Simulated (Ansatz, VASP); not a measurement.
**One calculation of ZnInC6N6, two programs**

```
CELL_PARAMETERS angstrom
0.00000 5.53058 5.53058
5.53058 0.00000 5.53058
5.53058 5.53058 0.00000
ATOMIC_POSITIONS crystal
Zn 0.00000 0.00000 0.00000
In 0.50000 0.50000 0.50000
C 0.80594 0.19406 0.19406
C 0.19406 0.80594 0.19406
C 0.19406 0.19406 0.80594
C 0.19406 0.80594 0.80594
C 0.80594 0.19406 0.80594
C 0.80594 0.80594 0.19406
N 0.70065 0.29935 0.29935
N 0.29935 0.70065 0.29935
N 0.29935 0.29935 0.70065
N 0.29935 0.70065 0.70065
N 0.70065 0.29935 0.70065
N 0.70065 0.70065 0.29935
```

Alike in both runs: functional PBE; k mesh 6 × 6 × 6; occupations gaussian, width 0.1 eV; no spin polarisation.

Ansatz relaxed the structure, and its values are those at the end. VASP's run is a single point on that final structure, the one shown.

|  | VASP | Ansatz |
| --- | --- | --- |
| version | VASP 6.6.1 | Ansatz 0.2.0 |
| potentials or method | VASP PAW PBE potentials, release 64 (Zn, In_d, C, N), cutoff 520 eV | scalar-relativistic, plane waves, PAW |
| valence electrons in the cell | 79 | 79 |

VASP gave:

| Item | Value |
| --- | --- |
| gap on the k mesh at the Fermi level (eV) | none |
| pressure (GPa) | 0.4 |
| rms of the force components (eV/Å) | 0.219 |

Problem. Which values does Ansatz return?

Solution. gap on the k mesh at the Fermi level (eV): none; pressure (GPa): 0.0; rms of the force components (eV/Å): 0.000.

A gap of «none» marks a metal or a gap that the smearing closes. One of these differences is far larger than is usual between the two programs; its cause wasn't traced. With one functional, cell and mesh, what is left measures potentials, basis and numerics. Ansatz's warnings: xc potential rough in thin density.

Noted on VASP's run: the standard files for N, O and F lose accuracy on very short bonds.
